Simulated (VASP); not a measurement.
Si2Se:

```xyz
6
Lattice="4.8740 0.0000 0.0000 0.0000 4.8740 0.0000 0.0000 0.0000 4.8740" Properties=species:S:1:pos:R:3 pbc="T T T"
Si    3.6555    3.6555    3.6555
Si    1.2185    1.2185    3.6555
Si    1.2185    3.6555    1.2185
Si    3.6555    1.2185    1.2185
Se    0.0000    0.0000    0.0000
Se    2.4370    2.4370    2.4370
```

| Item | Value |
| --- | --- |
| Program | VASP 6.6.1 |
| Task | relaxation of cell and atoms |
| Functional | PBE |
| Potentials or basis | VASP PAW PBE potentials, release 64 (Si, Se) |
| Cutoff | 600 eV |
| k mesh | 4 × 4 × 4 |
| Occupations | gaussian, width 0.1 eV |
| Spin | no spin polarisation |

At the start: pressure 31.6 GPa; volume 19.30 Å³/atom.

Problem. Where does the relaxation end?

Solution. Over 4 steps the energy falls by 713.8 meV/atom and the volume is 30.25 Å³/atom (+56.8 %); space group Pn-3m (No. 224, to 0.05 Å).

The path:
```csv
step,energy change (eV),largest force (eV/Å),pressure (GPa),volume (Å³)
1,0.0000,0.0000,31.56,115.78
2,-4.2306,0.0000,-1.52,191.88
3,-4.2737,0.0000,0.73,177.07
4,-4.2831,0.0000,-0.04,181.53
```

Final structure:
```xyz
6
Lattice="5.6622 0.0000 0.0000 0.0000 5.6622 0.0000 0.0000 0.0000 5.6622" Properties=species:S:1:pos:R:3 pbc="T T T"
Si    4.2466    4.2466    4.2466
Si    1.4155    1.4155    4.2466
Si    1.4155    4.2466    1.4155
Si    4.2466    1.4155    1.4155
Se    0.0000    5.6622    5.6622
Se    2.8311    2.8311    2.8311
```

Caveat: the volume moved by over 15 % at a fixed basis, so the end points are rough.
